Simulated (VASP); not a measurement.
Write the native input for VASP 6.6.1 that does the following.

| Quantity | Value |
| --- | --- |
| Task | single point |
| Functional | PBE |
| Potentials or basis | VASP PAW PBE potentials, release 64 (In_d, O) |
| Cutoff | 520 eV |
| k mesh | 10 × 10 × 10 |
| Occupations | fermi-dirac, width 0.0612256 eV |
| Spin | no spin polarisation |
| Dipole correction | no |
| Further INCAR settings | ALGO = Normal; EDIFF = 1e-06; NBANDS = 23 |

The structure of In2O (antifluorite type) lies in POSCAR:

```
In2O
1.0
    0.0000000000      3.2480517618      3.2480517618
    3.2480517618      0.0000000000      3.2480517618
    3.2480517618      3.2480517618      0.0000000000
In O
2 1
Direct
    0.2500000000      0.2500000000      0.2500000000
    0.7500000000      0.7500000000      0.7500000000
    0.0000000000      0.0000000000      0.0000000000
```

The input as run:

INCAR

```
PREC = Accurate ; ENCUT = 520
EDIFF = 1E-6 ; ISMEAR = -1
SIGMA = 0.06122561905347299 ; LREAL = F
LASPH = T ; NELM = 80
ALGO = Normal ; ISIF = 2
LWAVE = F ; LCHARG = F
GGA = PE ; NBANDS = 23
```

KPOINTS

```
Automatic mesh
0
Gamma
  10 10 10
```

Potentials or basis: VASP PAW PBE potentials, release 64 (In_d, O).

Launch:

```bash
$ cat potpaw_PBE.64/In_d/POTCAR potpaw_PBE.64/O/POTCAR > POTCAR
$ mpirun -np 1 vasp_std > vasp.out
```

Results of the run:

```yaml
Pressure: -1.6 GPa
Band_gap_on_the_k_mesh: zero (bands 16 and 17 overlap by 1.46 eV)
```

Caveat: spin-orbit coupling is left out, which moves the levels of the heavy elements.

Wall time 2.7 min on 1 thread of Intel Xeon 8259CL, on a shared host, peak memory 0.24 GiB.
